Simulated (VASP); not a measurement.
TlBr:

```
CELL_PARAMETERS angstrom
3.99491 0.00000 0.00000
0.00000 3.99491 0.00000
0.00000 0.00000 3.99491
ATOMIC_POSITIONS crystal
Tl 0.00000 0.00000 0.00000
Br 0.50000 0.50000 0.50000
```

Base run:

- Program: VASP 6.6.1
- Functional: PBE-based screened hybrid
- Potentials or basis: VASP PAW PBE potentials, release 64 (Tl_d, Br)
- Cutoff: 400 eV
- k mesh: 4 × 4 × 4
- Occupations: gaussian, width 0.01 eV
- Spin: no spin polarisation

Its results: band gap on the k mesh 2.68 eV, direct; pressure 0.6 GPa.

After a change of settings the same cell gave: band gap on the k mesh 1.67 eV, direct; pressure -2.8 GPa. Which change was it?
A. screening parameter from 0.1 1/Å to 0.3 1/Å
B. functional from PBE-based screened hybrid to HSE06; screening parameter from 0.1 1/Å to 0.2079 1/Å
C. functional from PBE-based screened hybrid to LDA; potentials or basis from VASP PAW PBE potentials, release 64 (Tl_d, Br) to VASP PAW LDA potentials, release 64 (Tl_d, Br); cutoff from 400 eV to 500 eV
D. share of exact exchange from 0.2 to 0.4; screening parameter from 0.1 1/Å to 0.5 1/Å

C.

Caveats: spin-orbit coupling is left out, which moves the levels of the heavy elements; the PAW data sets were made with another functional, which shifts forces and pressure a little (some runs).
